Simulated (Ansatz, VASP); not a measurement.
# One calculation of KI, two programs

Contents of POSCAR:

```
KI
1.0
    2.9939027802     -2.9964268261      0.0000000000
    2.9939027802      2.9964268261      0.0000000000
    0.0000000000      0.0000000000      4.2384759234
K I
1 1
Direct
    0.0000000000      0.0000000000      0.0000000000
    0.5000000000      0.5000000000      0.5000000000
```

INCAR.step1

```
SYSTEM = KI
PREC = Accurate
ENCUT = 520
ISMEAR = 0
SIGMA = 0.02
LREAL = .FALSE.
LASPH = .TRUE.
NELM = 80
NBANDS = 15
GGA = PE
ALGO = Normal
EDIFF = 1E-4
LWAVE = .TRUE.
LCHARG = .FALSE.
```

Contents of INCAR.step2:

```
SYSTEM = KI
PREC = Accurate
ENCUT = 520
EDIFF = 1E-7
ISMEAR = 0
SIGMA = 0.02
LREAL = .FALSE.
LASPH = .TRUE.
NELM = 80
ALGO = Normal
ISIF = 2
LWAVE = .FALSE.
LCHARG = .FALSE.
METAGGA = R2SCAN
LMIXTAU = .TRUE.
NBANDS = 15
ISTART = 1
```

KPOINTS

```
regular mesh
0
G
  6 6 6
  0 0 0
```

Input for Ansatz:

```yaml
crystal:
  lattice:
    - [2.9939027802, -2.9964268261, 0.0]
    - [2.9939027802, 2.9964268261, 0.0]
    - [0.0, 0.0, 4.2384759234]
  atoms:
    - { symbol: K, position: [0.0, 0.0, 0.0] }
    - { symbol: I, position: [0.5, 0.5, 0.5] }
basis:
  ecutwfc: 500
kpoints:
  mp_grid: { grid: [6, 6, 6] }
  band_path:
    path:
      - [[0.0, 0.0, 0.0], [-0.5, 0.5, 0.0], [-0.499579, 0.500421, 0.0]]
      - [[0.499579, 0.499579, 0.0], [0.0, 0.0, 0.0], [0.0, 0.0, 0.5], [0.499579, 0.499579, 0.5]]
      - [[-0.499579, 0.500421, 0.5], [-0.5, 0.5, 0.5], [-0.5, 0.5, 0.0]]
      - [[0.0, 0.0, 0.0], [0.0, 0.5, 0.0], [0.0, 0.5, 0.5], [0.0, 0.0, 0.5], [-0.5, 0.5, 0.5]]
    npoints: 14
hamiltonian:
  xc: r2scan
scf:
  occupations: { method: gaussian, width: 0.02 }
  n_extra_bands: 6
output:
  forces: true
  stress: true
  eigenvalues: true
  populations: true
  dos: { projected: true, de: 0.02, nscf_kmesh: { grid: [9, 9, 9] } }
  bader: true
  write_density: true
  write_potential: true
  elf: true
  volumetric_format: npy
```

Alike in both runs: task single point; functional r2SCAN; k mesh 6 × 6 × 6; occupations gaussian, width 0.02 eV; no spin polarisation.

```csv
,VASP,Ansatz
version,VASP 6.6.1,Ansatz 0.2.0
potentials or method,"VASP PAW PBE potentials, release 64 (K_sv, I), cutoff 520 eV","scalar-relativistic, plane waves, PAW"
valence electrons in the cell,16,26
```

```tsv
	VASP	Ansatz	Ansatz less VASP
gap on the k mesh at the Fermi level (eV)	4.15	4.15	+0.002
least direct gap on the mesh (eV)	4.40	4.41	+0.005
pressure (GPa)	0.6	0.6	0.00
```

VASP's potentials were made for PBE, not for r2SCAN. VASP's potentials hold 16 valence electrons a cell and Ansatz's 26, so a difference there can come from the potentials and not from the codes.

Spin-orbit coupling is off throughout.
